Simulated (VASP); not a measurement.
Here is a VASP 6.6.1 calculation.

INCAR

```
SYSTEM = Be16H
PREC = Accurate ; ENCUT = 520
EDIFF = 1E-7 ; ISMEAR = 0
SIGMA = 0.1 ; LREAL = Auto
LASPH = .TRUE. ; NELM = 100
ALGO = Normal ; ISIF = 2
LWAVE = .FALSE. ; LCHARG = .FALSE.
GGA = PE ; NBANDS = 30
```

KPOINTS

```
Automatic mesh
0
G
  5 5 3
  0 0 0
```

File POSCAR:

```
Be16H
1.0
   -2.2900000000     -3.9663960000      0.0000000000
    3.4350000000     -1.9831980000      0.0000000000
    0.0000000000      0.0000000000      7.1768600000
Be H
16 1
Direct
    0.7506838608      0.5008990437     -0.0026352847
    0.5074397145      0.3382232498      0.2468834540
    0.7506555056      0.5010498937      0.5007950184
    0.5010105264      0.3346702298      0.7496548686
    0.5009907484     -0.0019286030      0.0007419166
    0.2506717425      0.8247449784      0.2470693573
    0.5074359813     -0.0054889227      0.5035140094
    0.2506936046      0.8370806384      0.7523630167
    0.2506690892      0.4956085373     -0.0019410122
   -0.0061152110      0.3382049708      0.2468800223
    0.2506576515      0.5077412109      0.5033389147
    0.0003205524      0.3346434340      0.7496607342
    0.0003390201     -0.0019677582      0.0007326386
    0.7506550820      0.8316103501      0.2495476446
   -0.0061170918     -0.0055469174      0.5035059480
    0.7506733324      0.8318071713      0.7530386877
    0.2507277910      0.1660131931      0.3752886657
```

Potentials or basis: VASP PAW PBE potentials, release 64 (Be, H).

Run with:

```sh
$ cat potpaw_PBE.64/Be/POTCAR potpaw_PBE.64/H/POTCAR > POTCAR
$ mpirun -np 1 vasp_std > vasp.out
```

What does it give for the pressure?

-0.2 GPa.

Estimate the largest force.

0.010 eV/Å.

Stress tensor (GPa, compression positive):
```
 0.36  0.88 -0.01
 0.88  1.38  0.01
-0.01  0.01 -2.21
```
